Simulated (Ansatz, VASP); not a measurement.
# F in VASP and in Ansatz

INCAR

```
PREC = Accurate
ENCUT = 600
EDIFF = 1E-6
ISMEAR = -1
SIGMA = 0.05
LREAL = F
LASPH = T
NELM = 60
ALGO = Normal
ISIF = 3
LWAVE = F
LCHARG = F
GGA = PE
IBRION = 2
NSW = 60
EDIFFG = -0.005
```

File KPOINTS:

```
regular mesh
0
Gamma
  18 18 10
```

Contents of POSCAR:

```
F
1.0
    2.6463212685      0.0000000000      0.0000000000
   -1.3231606343      2.2917814451      0.0000000000
    0.0000000000      0.0000000000      4.2870404550
F
2
Direct
    0.3333333333      0.6666666667      0.2500000000
    0.6666666667      0.3333333333      0.7500000000
```

Input for Ansatz:

```yaml
crystal:
  lattice:
    - [2.6463212685, 0.0, 0.0]
    - [-1.3231606343, 2.2917814451, 0.0]
    - [0.0, 0.0, 4.287040455]
  atoms:
    - { symbol: F, position: [0.3333333333, 0.6666666667, 0.25] }
    - { symbol: F, position: [0.6666666667, 0.3333333333, 0.75] }
kpoints:
  mp_grid: { grid: [18, 18, 10] }
scf:
  occupations: { method: fermi_dirac, width: 0.05 }
hamiltonian:
  xc: pbe
  pseudopotentials: { kind: paw }
output:
  forces: true
  stress: true
  write_density: true
  write_potential: true
  elf: true
  volumetric_format: npy
relax:
  f_tol: 0.005
  max_steps: 40
  cell: {}
```

Alike in both runs: task relaxation of cell and atoms; functional PBE; k mesh 18 × 18 × 10; occupations fermi-dirac, width 0.05 eV; no spin polarisation.

|  | VASP | Ansatz |
| --- | --- | --- |
| version | VASP 6.6.1 | Ansatz 0.2.0 |
| potentials or method | VASP PAW PBE potentials, release 64 (F) | PAW with Ansatz's default frozen-core files, scalar-relativistic |
| plane-wave cutoff (eV) | 600 | 420 |
| valence electrons in the cell | 14 | 14 |

|  | VASP | Ansatz | Ansatz less VASP |
| --- | --- | --- | --- |
| relaxed volume (Å³/atom) | 10.48 | 10.61 | +0.131 |
| relaxed length of the cell vector where the two differ most in proportion (Å) | 2.878 | 2.901 | +0.0231 |

Noted on VASP's run: the volume moved by over 15 % at a fixed basis, so the end points are rough.
